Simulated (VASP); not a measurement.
Set up this calculation in VASP 6.6.1, as the native input.

| Quantity | Value |
| --- | --- |
| Task | single point |
| Functional | PBEsol |
| Potentials or basis | VASP PAW PBE potentials, release 64 (Fe, Al, B) |
| Cutoff | 520 eV |
| k mesh | 6 × 6 × 6 |
| Occupations | fermi-dirac, width 0.05 eV |
| Spin | collinear spin, ferromagnetic start |
| Starting moments | [1.5, 1.5, 1.5, 0.0, 0.0] μB |
| Fixed moment | 4.5 μB |
| Dipole correction | no |
| Further INCAR settings | ALGO = Normal; EDIFF = 1e-06; NBANDS = 27 |

The structure of AlFe3B lies in POSCAR:

```
AlFe3B
1.0
    3.8223220000      0.0000000000      0.0000000000
    0.0000000000      3.8223220000      0.0000000000
    0.0000000000      0.0000000000      3.8223220000
Fe Al B
3 1 1
Direct
    0.0000000000      0.0000000000      0.5000000000
    0.0000000000      0.5000000000      0.0000000000
    0.5000000000      0.0000000000      0.0000000000
    0.5000000000      0.5000000000      0.5000000000
    0.0000000000      0.0000000000      0.0000000000
```

The input as run:

INCAR

```
PREC = Accurate
ENCUT = 520
EDIFF = 1E-6
ISMEAR = -1
SIGMA = 0.05
LREAL = F
LASPH = T
NELM = 150
ALGO = Normal
ISIF = 2
LWAVE = F
LCHARG = F
ISPIN = 2
MAGMOM = 1.5 1.5 1.5 0 0
LORBIT = 11
NUPDOWN = 4.5
LMAXMIX = 4
GGA = PS
NBANDS = 27
```

KPOINTS

```
Automatic mesh
0
Gamma
  6 6 6
```

Potentials or basis: VASP PAW PBE potentials, release 64 (Fe, Al, B).

Launch:

```console
$ cat potpaw_PBE.64/Fe/POTCAR potpaw_PBE.64/Al/POTCAR potpaw_PBE.64/B/POTCAR > POTCAR
$ mpirun -np 1 vasp_std > vasp.out
```

Results of the run:

```
Pressure                                              : -5.8 GPa
Net moment                                            : 4.50 μB per cell
Site moments                                          : Fe +1.60; Al -0.06; B -0.13 μB
Valence electrons inside the program's atomic spheres : Fe 7.46; Al 0.74; B 2.12
```

Caveat: the cell stands under tension; the PAW data sets were made with another functional, which shifts forces and pressure a little; the total moment is fixed, so each spin has its own Fermi level and the state may be an excited one.

Run time: 88 s on 1 thread of Intel(R) Xeon(R) Platinum 8259CL CPU @ 2.50GHz (Skylake/Cascade Lake) (shared host), peak memory 0.2 GiB.
